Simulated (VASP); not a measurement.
Set up this calculation in VASP 6.6.1, as the native input.

| Item | Value |
| --- | --- |
| Task | relaxation of shape and atoms at fixed volume |
| Functional | PBE |
| Potentials or basis | VASP PAW PBE potentials, release 64 (Cd, Se) |
| Cutoff | 600 eV |
| k mesh | 9 × 9 × 6 |
| Occupations | gaussian, width 0.02 eV |
| Spin | no spin polarisation |
| Dipole correction | no |
| Further INCAR settings | ALGO = Normal; EDIFF = 1e-07; IBRION = 2; EDIFFG = -0.01; NSW = 50; ISIF = 4 |

The structure of CdSe lies in POSCAR:

```
CdSe
1.0
    4.4259493243      0.0000000000      0.0000000000
   -2.2129746622      3.8329845507      0.0000000000
    0.0000000000      0.0000000000      7.2264806934
Cd Se
2 2
Direct
    0.3333333333      0.6666666667      0.0046130448
    0.6666666667      0.3333333333      0.5046130448
    0.3333333333      0.6666666667      0.3803869552
    0.6666666667      0.3333333333      0.8803869552
```

One way to write it, as run:

INCAR

```
SYSTEM = CdSe
PREC = Accurate
ENCUT = 600
EDIFF = 1E-7
ISMEAR = 0
SIGMA = 0.02
LREAL = .FALSE.
LASPH = .TRUE.
NELM = 60
ALGO = Normal
ISIF = 4
LWAVE = .FALSE.
LCHARG = .FALSE.
GGA = PE
IBRION = 2
NSW = 50
EDIFFG = -0.01
```

KPOINTS

```
regular mesh
0
G
  9 9 6
  0 0 0
```

Potentials or basis: VASP PAW PBE potentials, release 64 (Cd, Se).

Run with:

```console
$ cat potpaw_PBE.64/Cd/POTCAR potpaw_PBE.64/Se/POTCAR > POTCAR
$ mpirun -np 1 vasp_std > vasp.out
```

Results of the run:

| Property | Result |
| --- | --- |
| Pressure after relaxing | -1.1 GPa |
| Band gap on the k mesh | 0.48 eV |

Caveat: semilocal functionals underestimate gaps, and a narrow one can read as zero.

Run time: 5.5 min on 1 thread of Oxide Virtual Turin-like Processor, on a shared host, peak memory 0.32 GiB.
